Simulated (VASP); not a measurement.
# BaMnO3 (Pm-3m) in VASP: further runs, part 2 of 2

VASP 6.6.1. Earlier steps stand in the parts before.

### Step 4. Single point, LDA+U, collinear spin, ferromagnetic start

Input file INCAR:

```
ALGO     = Normal         # electronic algorithm
EDIFF    = 1E-6           # SCF threshold, eV
ENCUT    = 600            # plane-wave cutoff, eV
GGA      = CA             # functional
GGA_COMPAT= F            
ISIF     = 2              # what is computed and relaxed
ISMEAR   = -1             # smearing method
ISPIN    = 2              # spin polarisation
LASPH    = T              # aspherical terms in the spheres
LCHARG   = T              # write CHGCAR
LDAU     = T              # DFT+U
LDAUJ    = 0 0 0        
LDAUL    = -1 2 -1        # shell
LDAUPRINT= 1            
LDAUTYPE = 2            
LDAUU    = 0 4.5 0        # U, eV
LELF     = T              # ELF
LMAXMIX  = 4              # l up to which the mixer works
LORBIT   = 11             # projections on sites
LREAL    = F              # projectors in reciprocal space
LVHAR    = T            
LWAVE    = F              # write WAVECAR
MAGMOM   = 0 4 0 0 0      # initial moments
NBANDS   = 32             # bands
NELM     = 200            # most SCF steps
PREC     = Accurate       # precision mode
SIGMA    = 0.1            # smearing width, eV
```

Input file KPOINTS:

```
k-points
0
Gamma
  5 5 5
```

Input file POSCAR:

```
BaMnO3
1.0
    4.0333100000      0.0000000000      0.0000000000
    0.0000000000      4.0333100000      0.0000000000
    0.0000000000      0.0000000000      4.0333100000
Ba Mn O
1 1 3
Direct
    0.5000000000      0.5000000000      0.5000000000
    0.0000000000      0.0000000000      0.0000000000
    0.5000000000      0.0000000000      0.0000000000
    0.0000000000      0.0000000000      0.5000000000
    0.0000000000      0.5000000000      0.0000000000
```

Potentials or basis: VASP PAW LDA potentials, release 64 (Ba_sv, Mn_pv, O).

Launch:

```console
cat potpaw_LDA.64/Ba_sv/POTCAR potpaw_LDA.64/Mn_pv/POTCAR potpaw_LDA.64/O/POTCAR > POTCAR
mpirun -np 1 vasp_std > vasp.out
```

OUTCAR:

```text
EDIFF = 1E-6
   ENCUT = 600
   GGA = CA
   ISIF = 2
   ISMEAR = -1
   ISPIN = 2
   LASPH = T
   LORBIT = 11
   LREAL = F
   NELM = 200
   PREC = Accurate

 ion  position               nearest neighbor table
   1  0.500  0.500  0.500-   3 2.85   4 2.85   5 2.85   3 2.85   5 2.85   3 2.85   4 2.85   3 2.85
                             4 2.85   5 2.85   5 2.85   4 2.85   2 3.49   2 3.49   2 3.49   2 3.49
   2  0.000  0.000  0.000-   3 2.02   4 2.02   5 2.02   4 2.02   5 2.02   3 2.02   1 3.49   1 3.49
                             1 3.49   1 3.49   1 3.49   1 3.49   1 3.49   1 3.49
   3  0.500  0.000  0.000-   2 2.02   2 2.02   1 2.85   1 2.85   1 2.85   1 2.85
   4  0.000  0.000  0.500-   2 2.02   2 2.02   1 2.85   1 2.85   1 2.85   1 2.85
   5  0.000  0.500  0.000-   2 2.02   2 2.02   1 2.85   1 2.85   1 2.85   1 2.85

  LATTYP: Found a simple cubic cell.
 ALAT       =     4.0333100000

  Lattice vectors:

 A1 = (   4.0333100000,   0.0000000000,   0.0000000000)
 A2 = (   0.0000000000,   4.0333100000,   0.0000000000)
 A3 = (   0.0000000000,   0.0000000000,   4.0333100000)

Analysis of symmetry for initial positions (statically):
=====================================================================
 Subroutine PRICEL returns:
 Original cell was already a primitive cell.

 Routine SETGRP: Setting up the symmetry group for a
 simple cubic supercell.

 Subroutine GETGRP returns: Found 48 space group operations
 (whereof 48 operations were pure point group operations)
 out of a pool of 48 trial point group operations.

The static configuration has the point symmetry O_h .

Analysis of symmetry for dynamics (positions and initial velocities):
=====================================================================
 Subroutine PRICEL returns:
 Original cell was already a primitive cell.

 Routine SETGRP: Setting up the symmetry group for a
 simple cubic supercell.

 Subroutine GETGRP returns: Found 48 space group operations
 (whereof 48 operations were pure point group operations)
 out of a pool of 48 trial point group operations.
[... 194 lines left out ...]
 fundamental gap:      0.0072658374
 Fermi energy:         2.6225611618

 spin component 1

 k-point     1 :       0.0000    0.0000    0.0000
  band No.  band energies     occupation
      1     -46.7414      1.00000
      2     -46.7414      1.00000
      3     -46.7414      1.00000
      4     -21.8097      1.00000
      5     -13.9709      1.00000
      6     -13.0105      1.00000
[... 339 lines left out ...]
     31      16.4140      0.00000
     32      16.7260      0.00000
 Fermi energy:         2.6225611618

 spin component 2

 k-point     1 :       0.0000    0.0000    0.0000
  band No.  band energies     occupation
      1     -43.0283      1.00000
      2     -43.0283      1.00000
      3     -43.0283      1.00000
      4     -21.8090      1.00000
      5     -14.1856      1.00000
      6     -13.1549      1.00000
[... 339 lines left out ...]
     31      16.6143      0.00000
     32      17.1424      0.00000

------------------------ aborting loop because EDIFF is reached ----------------------------------------

  FORCE on cell =-STRESS in cart. coord.  units (eV):
  Direction    XX          YY          ZZ          XY          YZ          ZX
  --------------------------------------------------------------------------------------
  -------------------------------------------------------------------------------------
  Total       -4.4219430     -4.4219430     -4.4219430      0.0000000     -0.0000000      0.0000000
  in kB     -107.9789039   -107.9789039   -107.9789039      0.0000000     -0.0000000      0.0000000
  external PRESSURE =    -107.9789039 kB  Pullay stress =       0.0000000 kB

 VOLUME and BASIS-vectors are now :
 -----------------------------------------------------------------------------
  energy-cutoff  :      600.00
  volume of cell :       65.61
      direct lattice vectors                 reciprocal lattice vectors
     4.033310000  0.000000000  0.000000000     0.247935319  0.000000000  0.000000000
     0.000000000  4.033310000  0.000000000     0.000000000  0.247935319  0.000000000
     0.000000000  0.000000000  4.033310000     0.000000000  0.000000000  0.247935319

 POSITION                                       TOTAL-FORCE (eV/Angst)
 -----------------------------------------------------------------------------------
      2.01666      2.01666      2.01666         0.000000      0.000000      0.000000
      0.00000      0.00000      0.00000         0.000000      0.000000      0.000000
      2.01666      0.00000      0.00000         0.000000      0.000000      0.000000
      0.00000      0.00000      2.01666         0.000000      0.000000      0.000000
      0.00000      2.01666      0.00000         0.000000      0.000000      0.000000
 -----------------------------------------------------------------------------------
    total drift:                                0.000000      0.000000     -0.000000

  FREE ENERGIE OF THE ION-ELECTRON SYSTEM (eV)
  ---------------------------------------------------
  free  energy   TOTEN  =       -37.0764476492 eV

  energy  without entropy=      -36.9744370148  energy(sigma->0) =      -37.02544233

 total charge

# of ion       s       p       d       tot
------------------------------------------
    1        2.004   5.628   0.317   7.949
    2        0.287   6.318   4.801  11.406
    3        1.552   3.369   0.000   4.921
    4        1.552   3.369   0.000   4.921
    5        1.552   3.369   0.000   4.921
--------------------------------------------------
tot          6.947  22.052   5.117  34.116

 magnetization (x)

# of ion       s       p       d       tot
------------------------------------------
    1        0.002  -0.004   0.012   0.010
    2        0.018   0.012   3.633   3.663
    3        0.001  -0.197   0.000  -0.196
    4        0.001  -0.197   0.000  -0.196
    5        0.001  -0.197   0.000  -0.196
--------------------------------------------------
tot          0.023  -0.583   3.645   3.085
```

stdout:

```text
POSCAR found type information on POSCAR BaMnO
 POSCAR found :  3 types and       5 ions
 scaLAPACK will be used
 LDA part: xc-table for (Slater(with rela. corr.)+CA(PZ))
 , standard interpolation
 POSCAR, INCAR and KPOINTS ok, starting setup
 FFT: planning ... GRIDC
 FFT: planning ... GRID_SOFT
 FFT: planning ... GRID
 WAVECAR not read
 entering main loop
```

Run time: 49 s. Hardware: 1 thread of AMD EPYC 7R43 (Zen 3), shared host; peak memory 0.16 GiB.

Results:

| Property | Result |
| --- | --- |
| Free energy | -37.0764 eV |
| Pressure | -10.8 GPa |
| Net moment | 3.10 μB per cell |
| Site moments | Ba +0.01; Mn +3.66; O -0.20 μB |
| Valence electrons inside the program's atomic spheres | Ba 7.95; Mn 11.41; O 4.92 |

Eigenvalues of the final occupation matrices:
| site | spin | trace | eigenvalues |
| --- | --- | --- | --- |
| site 2 d | 1 | 4.23 | 0.68 0.68 0.96 0.96 0.96 |
| site 2 d | 2 | 0.59 | 0.07 0.07 0.07 0.19 0.19 |

Caveat: the cell stands under tension; spin-orbit coupling is left out, which moves the levels of the heavy elements; a cell with one magnetic atom can't hold antiferromagnetic order, which such compounds often take. The state reached can hang on the start; a lower one may exist.

### Step 5. Single point, LDA+U, collinear spin, ferromagnetic start

Input file INCAR:

```
ALGO     = Normal         # electronic algorithm
EDIFF    = 1E-6           # SCF threshold, eV
ENCUT    = 600            # plane-wave cutoff, eV
GGA_COMPAT= False        
ISIF     = 2              # what is computed and relaxed
ISMEAR   = -1             # smearing method
ISPIN    = 2              # spin polarisation
LASPH    = True           # aspherical terms in the spheres
LCHARG   = False          # write CHGCAR
LDAU     = True           # DFT+U
LDAUJ    = 0 0 0        
LDAUL    = -1 2 -1        # shell
LDAUPRINT= 1            
LDAUTYPE = 2            
LDAUU    = 0 6 0          # U, eV
LMAXMIX  = 4              # l up to which the mixer works
LORBIT   = 11             # projections on sites
LREAL    = False          # projectors in reciprocal space
LWAVE    = False          # write WAVECAR
MAGMOM   = 0 4 0 0 0      # initial moments
NBANDS   = 32             # bands
NELM     = 200            # most SCF steps
PREC     = Accurate       # precision mode
SIGMA    = 0.1            # smearing width, eV
```

KPOINTS is that of step 4.

POSCAR is that of step 4.

Potentials or basis: VASP PAW LDA potentials, release 64 (Ba_sv, Mn_pv, O).

Launch:

```console
cat potpaw_LDA.64/Ba_sv/POTCAR potpaw_LDA.64/Mn_pv/POTCAR potpaw_LDA.64/O/POTCAR > POTCAR
mpirun -np 1 vasp_std > vasp.out
```

OUTCAR:

```text
EDIFF = 1E-6
   ENCUT = 600
   ISIF = 2
   ISMEAR = -1
   ISPIN = 2
   LASPH = True
   LORBIT = 11
   LREAL = False
   NELM = 200
   PREC = Accurate

 ion  position               nearest neighbor table
   1  0.500  0.500  0.500-   3 2.85   4 2.85   5 2.85   3 2.85   5 2.85   3 2.85   4 2.85   3 2.85
                             4 2.85   5 2.85   5 2.85   4 2.85   2 3.49   2 3.49   2 3.49   2 3.49
   2  0.000  0.000  0.000-   3 2.02   4 2.02   5 2.02   4 2.02   5 2.02   3 2.02   1 3.49   1 3.49
                             1 3.49   1 3.49   1 3.49   1 3.49   1 3.49   1 3.49
   3  0.500  0.000  0.000-   2 2.02   2 2.02   1 2.85   1 2.85   1 2.85   1 2.85
   4  0.000  0.000  0.500-   2 2.02   2 2.02   1 2.85   1 2.85   1 2.85   1 2.85
   5  0.000  0.500  0.000-   2 2.02   2 2.02   1 2.85   1 2.85   1 2.85   1 2.85

  LATTYP: Found a simple cubic cell.
 ALAT       =     4.0333100000

  Lattice vectors:

 A1 = (   4.0333100000,   0.0000000000,   0.0000000000)
 A2 = (   0.0000000000,   4.0333100000,   0.0000000000)
 A3 = (   0.0000000000,   0.0000000000,   4.0333100000)

Analysis of symmetry for initial positions (statically):
=====================================================================
 Subroutine PRICEL returns:
 Original cell was already a primitive cell.

 Routine SETGRP: Setting up the symmetry group for a
 simple cubic supercell.

 Subroutine GETGRP returns: Found 48 space group operations
 (whereof 48 operations were pure point group operations)
 out of a pool of 48 trial point group operations.

The static configuration has the point symmetry O_h .

Analysis of symmetry for dynamics (positions and initial velocities):
=====================================================================
 Subroutine PRICEL returns:
 Original cell was already a primitive cell.

 Routine SETGRP: Setting up the symmetry group for a
 simple cubic supercell.

 Subroutine GETGRP returns: Found 48 space group operations
 (whereof 48 operations were pure point group operations)
 out of a pool of 48 trial point group operations.

The dynamic configuration has the point symmetry O_h .

Analysis of structural, dynamic, and magnetic symmetry:
=====================================================================
 Subroutine PRICEL returns:
 Original cell was already a primitive cell.

 Routine SETGRP: Setting up the symmetry group for a
 simple cubic supercell.

 Subroutine GETGRP returns: Found 48 space group operations
 (whereof 48 operations were pure point group operations)
 out of a pool of 48 trial point group operations.

The overall configuration has the point symmetry O_h .

 Subroutine INISYM returns: Found 48 space group operations
 (whereof 48 operations are pure point group operations),
 and found     1 'primitive' translations

----------------------------------------------------------------------------------------

[... 139 lines left out ...]
 -0.0000  0.0556 -0.0000  0.0000  0.0000
  0.0000 -0.0000  0.1692 -0.0000  0.0000
  0.0000  0.0000 -0.0000  0.0556 -0.0000
 -0.0000  0.0000  0.0000 -0.0000  0.1692

 occupancies and eigenvectors

  o =  0.0556  v =  0.0000  0.0000  0.0000  0.0000  0.0000  1.0000  0.0000  0.0000  0.0000  0.0000      0.0000  0.0000  0.0000  0.0000  0.0000  0.0000  0.0000  0.0000  0.0000  0.0000
  o =  0.0556  v =  0.0000  0.0000  0.0000  0.0000  0.0000  0.0000  0.9991 -0.0000  0.0427  0.0000      0.0000  0.0000  0.0000  0.0000  0.0000  0.0000  0.0000  0.0000  0.0000  0.0000
  o =  0.0556  v =  0.0000  0.0000  0.0000  0.0000  0.0000  0.0000 -0.0427  0.0000  0.9991  0.0000      0.0000  0.0000  0.0000  0.0000  0.0000  0.0000  0.0000  0.0000  0.0000  0.0000
  o =  0.1692  v =  0.0000  0.0000  0.0000  0.0000  0.0000  0.0000 -0.0000 -0.6471 -0.0000  0.7624      0.0000  0.0000  0.0000  0.0000  0.0000  0.0000  0.0000  0.0000  0.0000  0.0000
  o =  0.1692  v =  0.0000  0.0000  0.0000  0.0000  0.0000  0.0000  0.0000  0.7624 -0.0000  0.6471      0.0000  0.0000  0.0000  0.0000  0.0000  0.0000  0.0000  0.0000  0.0000  0.0000
  o =  0.7202  v =  0.0000  0.0000 -0.0083  0.0000  1.0000  0.0000  0.0000  0.0000  0.0000  0.0000      0.0000  0.0000  0.0000  0.0000  0.0000  0.0000  0.0000  0.0000  0.0000  0.0000
  o =  0.7202  v =  0.0000  0.0000  1.0000 -0.0000  0.0083  0.0000  0.0000  0.0000  0.0000  0.0000      0.0000  0.0000  0.0000  0.0000  0.0000  0.0000  0.0000  0.0000  0.0000  0.0000
  o =  0.9614  v =  0.0000 -0.2187  0.0000  0.9758 -0.0000  0.0000  0.0000  0.0000  0.0000  0.0000      0.0000  0.0000  0.0000  0.0000  0.0000  0.0000  0.0000  0.0000  0.0000  0.0000
  o =  0.9614  v =  0.0000  0.9758 -0.0000  0.2187 -0.0000  0.0000  0.0000  0.0000  0.0000  0.0000      0.0000  0.0000  0.0000  0.0000  0.0000  0.0000  0.0000  0.0000  0.0000  0.0000
  o =  0.9614  v =  1.0000  0.0000  0.0000  0.0000  0.0000  0.0000  0.0000  0.0000  0.0000  0.0000      0.0000  0.0000  0.0000  0.0000  0.0000  0.0000  0.0000  0.0000  0.0000  0.0000

 number of electron      41.0000032 magnetization       3.0600797

 Free energy of the ion-electron system (eV)
  ---------------------------------------------------
  ext. energy  EPLUGINS =         0.00000000
  ---------------------------------------------------
  free energy    TOTEN  =       -36.31956141 eV

  energy without entropy =      -36.23260265  energy(sigma->0) =      -36.27608203

 E-fermi :   2.6329     XC(G=0): -11.5943

 val. band max:        2.6223094609   @ k =   0.4000   0.4000   0.4000
 cond. band min:       2.6787294014   @ k =   0.4000   0.4000   0.0000
 fundamental gap:      0.0564199405
 Fermi energy:         2.6328692102

 spin component 1

 k-point     1 :       0.0000    0.0000    0.0000
  band No.  band energies     occupation
      1     -46.6857      1.00000
      2     -46.6857      1.00000
      3     -46.6857      1.00000
      4     -21.8021      1.00000
      5     -13.9207      1.00000
      6     -12.9835      1.00000
[... 339 lines left out ...]
     31      16.4488      0.00000
     32      16.7317      0.00000
 Fermi energy:         2.6328692102

 spin component 2

 k-point     1 :       0.0000    0.0000    0.0000
  band No.  band energies     occupation
      1     -42.8063      1.00000
      2     -42.8063      1.00000
      3     -42.8063      1.00000
      4     -21.8023      1.00000
      5     -14.2270      1.00000
      6     -13.1798      1.00000
[... 339 lines left out ...]
     31      16.6048      0.00000
     32      17.1527      0.00000

------------------------ aborting loop because EDIFF is reached ----------------------------------------

  FORCE on cell =-STRESS in cart. coord.  units (eV):
  Direction    XX          YY          ZZ          XY          YZ          ZX
  --------------------------------------------------------------------------------------
  -------------------------------------------------------------------------------------
  Total       -3.4903770     -3.4903770     -3.4903770     -0.0000000      0.0000000     -0.0000000
  in kB      -85.2311041    -85.2311041    -85.2311041     -0.0000000      0.0000000     -0.0000000
  external PRESSURE =     -85.2311041 kB  Pullay stress =       0.0000000 kB

 VOLUME and BASIS-vectors are now :
 -----------------------------------------------------------------------------
  energy-cutoff  :      600.00
  volume of cell :       65.61
      direct lattice vectors                 reciprocal lattice vectors
     4.033310000  0.000000000  0.000000000     0.247935319  0.000000000  0.000000000
     0.000000000  4.033310000  0.000000000     0.000000000  0.247935319  0.000000000
     0.000000000  0.000000000  4.033310000     0.000000000  0.000000000  0.247935319

 POSITION                                       TOTAL-FORCE (eV/Angst)
 -----------------------------------------------------------------------------------
      2.01666      2.01666      2.01666         0.000000      0.000000      0.000000
      0.00000      0.00000      0.00000         0.000000      0.000000      0.000000
      2.01666      0.00000      0.00000         0.000000      0.000000      0.000000
      0.00000      0.00000      2.01666         0.000000      0.000000      0.000000
      0.00000      2.01666      0.00000         0.000000      0.000000      0.000000
 -----------------------------------------------------------------------------------
    total drift:                                0.000000      0.000000     -0.000000

  FREE ENERGIE OF THE ION-ELECTRON SYSTEM (eV)
  ---------------------------------------------------
  free  energy   TOTEN  =       -36.3195614145 eV

  energy  without entropy=      -36.2326026504  energy(sigma->0) =      -36.27608203

 total charge

# of ion       s       p       d       tot
------------------------------------------
    1        2.004   5.629   0.318   7.951
    2        0.288   6.319   4.805  11.412
    3        1.553   3.368   0.000   4.922
    4        1.553   3.368   0.000   4.922
    5        1.553   3.368   0.000   4.922
--------------------------------------------------
tot          6.951  22.054   5.123  34.127

 magnetization (x)

# of ion       s       p       d       tot
------------------------------------------
    1        0.002  -0.004   0.013   0.011
    2        0.020   0.013   3.813   3.846
    3       -0.000  -0.260   0.000  -0.260
    4       -0.000  -0.260   0.000  -0.260
    5       -0.000  -0.260   0.000  -0.260
--------------------------------------------------
tot          0.021  -0.772   3.826   3.076
```

It took 45 s on 1 thread of AMD EPYC 7R43 (Zen 3), shared host; peak memory 0.16 GiB.

Results:

```
Free energy                                           : -36.3196 eV
Pressure                                              : -8.5 GPa
Net moment                                            : 3.06 μB per cell
Site moments                                          : Ba +0.01; Mn +3.85; O -0.26 μB
Valence electrons inside the program's atomic spheres : Ba 7.95; Mn 11.41; O 4.92
```

Levels at points of the mesh, in eV from the Fermi level:
Spin up:
| k point | band 20 | band 21 | band 22 | band 23 | band 24 | band 25 |
| --- | --- | --- | --- | --- | --- | --- |
| (0.00, 0.00, 0.00) | -0.80 | -0.80 | 0.05 | 0.05 | 0.05 | 5.16 |
Spin down:
```csv
k point,band 16,band 17,band 18,band 19,band 20,band 21,band 22,band 23
"(0.00, 0.00, 0.00)",-1.11,-0.34,-0.34,-0.34,3.64,3.64,3.64,4.39
```

Eigenvalues of the final occupation matrices:
```csv
site,spin,trace,eigenvalues
site 2 d,1,4.32,0.72 0.72 0.96 0.96 0.96
site 2 d,2,0.51,0.06 0.06 0.06 0.17 0.17
```

Caveat: the cell stands under tension; spin-orbit coupling is left out, which moves the levels of the heavy elements; a cell with one magnetic atom can't hold antiferromagnetic order, which such compounds often take. The state reached can hang on the start; a lower one may exist.

### Step 6. Summary

| U | gap on the mesh (eV) | pressure (GPa) | moment (μB) |
| --- | --- | --- | --- |
| Mn d U = 1.5 eV | none | -16.0 | 3.14 |
| Mn d U = 3.0 eV | none | -13.4 | 3.17 |
| Mn d U = 4.5 eV | none | -10.8 | 3.10 |
| Mn d U = 6.0 eV | none | -8.5 | 3.06 |

Alike in all rows: task single point; level LDA+U; potentials or basis VASP PAW LDA potentials, release 64 (Ba_sv, Mn_pv, O); spin collinear, ferromagnetic start; cell as given; k mesh 5 × 5 × 5; cutoff (eV) 600; smearing fermi-dirac 0.1 eV.

Caveats: the cell stands under tension; spin-orbit coupling is left out, which moves the levels of the heavy elements; a cell with one magnetic atom can't hold antiferromagnetic order, which such compounds often take.

Total energies depend on the potentials used, so only differences within one code and one set of settings carry meaning.

The gap in the log of VASP goes by the Fermi energy; the results here count the filled bands.